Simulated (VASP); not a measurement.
Here is a VASP 6.6.1 calculation.

The input INCAR:

```
SYSTEM = Zr
PREC = Accurate ; ENCUT = 520
EDIFF = 1E-6 ; ISMEAR = -1
SIGMA = 0.05 ; LREAL = .False.
LASPH = .True. ; NELM = 100
ALGO = Normal ; ISIF = 2
LWAVE = .False. ; LCHARG = .False.
GGA = PE ; NBANDS = 19
```

The input KPOINTS:

```
Automatic mesh
0
Gamma
  15 15 8
  0 0 0
```

POSCAR

```
Zr
1.0
    2.3871412565      0.0000000000      0.0000000000
   -1.1935706282      2.0673249705      0.0000000000
    0.0000000000      0.0000000000      4.2647780194
Zr
2
Direct
    0.3333333333      0.6666666667      0.2500000000
    0.6666666667      0.3333333333      0.7500000000
```

Potentials or basis: VASP PAW PBE potentials, release 64 (Zr_sv).

Launch:

```bash
$ cat potpaw_PBE.64/Zr_sv/POTCAR > POTCAR
$ mpirun -np 1 vasp_std > vasp.out
```

Question: Predict the band gap on the k mesh.

Answer: Zero (band 12 reaches 22.10 eV, above the bottom of band 13 at 20.54 eV).

Question: Predict the pressure.

Answer: 274.2 GPa.

Stress tensor (GPa, compression positive):
```
274.54   0.00   0.00
  0.00 274.54   0.00
  0.00   0.00 273.40
```
